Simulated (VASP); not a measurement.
Write the native input for VASP 6.6.1 that does the following.

```
Task                   : single point
Functional             : PBE
Potentials or basis    : VASP PAW PBE potentials, release 64 (Sc_sv)
Cutoff                 : 520 eV
k mesh                 : 21 × 21 × 21
Occupations            : fermi-dirac, width 0.0612256 eV
Spin                   : no spin polarisation
Dipole correction      : no
Further INCAR settings : ALGO = Normal; EDIFF = 1e-06; NBANDS = 12
```

The structure of Sc lies in POSCAR:

```
Sc
1.0
   -1.8268249662      1.8268249662      1.8268249662
    1.8268249662     -1.8268249662      1.8268249662
    1.8268249662      1.8268249662     -1.8268249662
Sc
1
Direct
    0.0000000000      0.0000000000      0.0000000000
```

This isn't the form of Sc at room conditions, which is hcp.

The input as run:

INCAR

```
SYSTEM = Sc
  PREC = Accurate
  ENCUT = 520
  EDIFF = 1E-6
  ISMEAR = -1
  SIGMA = 0.06122561905347299
  LREAL = .FALSE.
  LASPH = .TRUE.
  NELM = 100
  ALGO = Normal
  ISIF = 2
  LWAVE = .FALSE.
  LCHARG = .FALSE.
  GGA = PE
  NBANDS = 12
```

KPOINTS

```
regular mesh
0
G
  21 21 21
  0 0 0
```

Potentials or basis: VASP PAW PBE potentials, release 64 (Sc_sv).

Launch:

```sh
$ cat potpaw_PBE.64/Sc_sv/POTCAR > POTCAR
$ mpirun -np 1 vasp_std > vasp.out
```

It gave:

| Property | Result |
| --- | --- |
| Pressure | 1.1 GPa |
| Band gap on the k mesh | zero (an odd number of electrons rules out a gap without spin polarisation) |

It took 79 s on 1 thread of Oxide Virtual Turin-like Processor, on a shared host, peak memory 0.17 GiB.
